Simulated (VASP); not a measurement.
# WS2: single point with PBE

WS2, a slab with vacuum:

```xyz
3
Lattice="3.1835 0.0000 0.0000 -1.5918 2.7570 0.0000 0.0000 0.0000 16.9506" Properties=species:S:1:pos:R:3 pbc="T T T"
W     0.0000    0.0000    0.0000
S     0.0000    1.8380    1.5595
S     0.0000    1.8380   15.3911
```

* Program: VASP 6.6.1
* Task: single point
* Functional: PBE
* Potentials or basis: VASP PAW PBE potentials, release 64 (W_sv, S)
* Cutoff: 520 eV
* k mesh: 10 × 10 × 2
* Occupations: gaussian, width 0.019 eV
* Spin: no spin polarisation
* Dipole correction: no
* Further INCAR settings: ALGO = Normal; EDIFF = 1e-06; NBANDS = 20

| Quantity | Value |
| --- | --- |
| Largest force | 0.263 eV/Å |
| Band gap on the k mesh | 2.00 eV, indirect (least direct gap 2.16 eV) |

Forces on the atoms (eV/Å):
```
W    0.000  0.000  0.000
S    0.000  0.000  0.263
S    0.000  0.000 -0.263
```

Levels at points of the mesh, in eV from the valence-band top:
```tsv
k point	band 9	band 10	band 11	band 12	band 13	band 14	band 15	band 16	band 17	band 18
(0.00, 0.00, 0.00)	-2.89	-2.08	-1.65	-1.65	0.00	2.90	2.90	3.08	3.08	4.96
(0.50, 0.00, 0.00)	-4.43	-3.44	-2.11	-1.30	-0.92	2.85	3.32	4.09	4.78	5.13
(0.00, 0.00, 0.50)	-2.89	-2.08	-1.65	-1.65	0.00	2.90	2.90	3.08	3.08	5.02
(0.50, 0.00, 0.50)	-4.43	-3.44	-2.11	-1.30	-0.92	2.85	3.32	4.09	4.78	5.13
```

Run time: 53 s on 1 thread of Intel(R) Xeon(R) 6975P-C (Granite Rapids) (shared host), peak memory 0.28 GiB.

Caveat: spin-orbit coupling is left out, which moves the levels of the heavy elements.
